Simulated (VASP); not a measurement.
Input of a VASP 6.6.1 run:

The input INCAR:

```
ALGO = Fast ; EDIFF = 1E-6
ENCUT = 520 ; GGA = PE
ISIF = 2 ; ISMEAR = 0
IVDW = 12 ; LASPH = True
LCHARG = True ; LELF = True
LREAL = False ; LVHAR = True
LWAVE = False ; NBANDS = 20
NELM = 60 ; PREC = Accurate
SIGMA = 0.15
```

KPOINTS

```
k-points
0
Gamma
  15 15 15
```

File POSCAR:

```
MoS2
1.0
    1.5671157387      0.9047746936      5.9549887142
   -1.5671157387      0.9047746936      5.9549887142
    0.0000000000     -1.8095493872      5.9549887142
Mo S
1 2
Direct
    0.0504931016     -0.0224263800     -0.0280667216
    0.6808119154      0.7899295739      0.7983698541
    0.1680710198      0.2771886783      0.2856289585
```

Potentials or basis: VASP PAW PBE potentials, release 64 (Mo_sv, S).

The run is started by

```console
$ cat potpaw_PBE.64/Mo_sv/POTCAR potpaw_PBE.64/S/POTCAR > POTCAR
$ mpirun -np 1 vasp_std > vasp.out
```

Problem. What does it give for the dispersion energy per atom?

Solution. -0.450 eV.

Problem. Predict the band gap on the k mesh.

Solution. Zero (bands 13 and 14 overlap by 0.34 eV).

Problem. What does it give for the pressure?

Solution. 6.0 GPa.

Problem. Estimate the largest force.

Solution. 4.042 eV/Å.

Stress tensor (GPa, compression positive):
```
6.49 3.41 4.88
3.41 3.45 2.00
4.88 2.00 8.07
```

Caveat: the cell differs from its parent crystal (atoms displaced along several vibrational modes); the cell stands under pressure; forces of over 1 eV/Å act on the atoms, so gaps and moduli don't describe the material at rest.
